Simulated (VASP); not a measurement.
Write the native input for VASP 6.6.1 that does the following.

- Task: single point
- Functional: PBE
- Potentials or basis: VASP PAW PBE potentials, release 64 (Cd, S)
- Cutoff: 520 eV
- k mesh: 8 × 8 × 8
- Occupations: gaussian, width 0.05 eV
- Spin: no spin polarisation
- Dipole correction: no
- Further INCAR settings: ALGO = Normal; EDIFF = 1e-06; NBANDS = 16

The structure of CdS lies in POSCAR:

```
CdS
1.0
    0.0000000000      2.9100000000      2.9100000000
    2.9100000000      0.0000000000      2.9100000000
    2.9100000000      2.9100000000      0.0000000000
Cd S
1 1
Direct
    0.0000000000      0.0000000000      0.0000000000
    0.7500000000      0.7500000000      0.7500000000
```

These files were run (other wordings do the same):

INCAR

```
SYSTEM = CdS
PREC = Accurate ; ENCUT = 520
EDIFF = 1E-6 ; ISMEAR = 0
SIGMA = 0.05 ; LREAL = .FALSE.
LASPH = .TRUE. ; NELM = 100
ALGO = Normal ; ISIF = 2
LWAVE = .FALSE. ; LCHARG = .TRUE.
GGA = PE ; LELF = .TRUE.
LVHAR = .TRUE. ; NBANDS = 16
```

KPOINTS

```
regular mesh
0
G
  8 8 8
  0 0 0
```

Potentials or basis: VASP PAW PBE potentials, release 64 (Cd, S).

Run with:

```console
$ cat potpaw_PBE.64/Cd/POTCAR potpaw_PBE.64/S/POTCAR > POTCAR
$ mpirun -np 1 vasp_std > vasp.out
```

It gave:

```json
{"Pressure": "3.7 GPa", "Band gap on the k mesh": "1.16 eV, direct"}
```

It took 15 s on 1 thread of Intel(R) Xeon(R) Platinum 8488C (Sapphire Rapids) (shared host), peak memory 0.18 GiB.
